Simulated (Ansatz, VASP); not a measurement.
# BaC in VASP and in Ansatz

```
Ba C
1.0
     0.00000    3.22490    3.22490
     3.22490    0.00000    3.22490
     3.22490    3.22490    0.00000
Ba C
1 1
Direct
  0.00000 0.00000 0.00000
  0.75000 0.75000 0.75000
```

Alike in both runs: functional PBE; k mesh 6 × 6 × 6; occupations gaussian, width 0.1 eV; collinear spin.

Ansatz relaxed the structure, and its values are those at the end. VASP's run is a single point on that final structure, the one shown.

```csv
,VASP,Ansatz
version,VASP 6.6.1,Ansatz 0.2.0
potentials or method,"VASP PAW PBE potentials, release 64 (Ba_sv, C), cutoff 520 eV","scalar-relativistic, plane waves, PAW"
valence electrons in the cell,14,14
```

|  | VASP | Ansatz | Ansatz less VASP |
| --- | --- | --- | --- |
| gap on the k mesh at the Fermi level (eV) | none | none | - |
| pressure (GPa) | 0.7 | 0.1 | -0.67 |
| net moment per atom (μB) | 1.00 | 1.00 | 0.000 |
| size of the moment on the site where the two differ most (μB) | 0.85 | 1.49 | +0.640 |

Site moments also hang on the region over which each program counts them. A gap of «none» marks a metal or a gap that the smearing closes.

Neither program's run includes spin-orbit coupling.
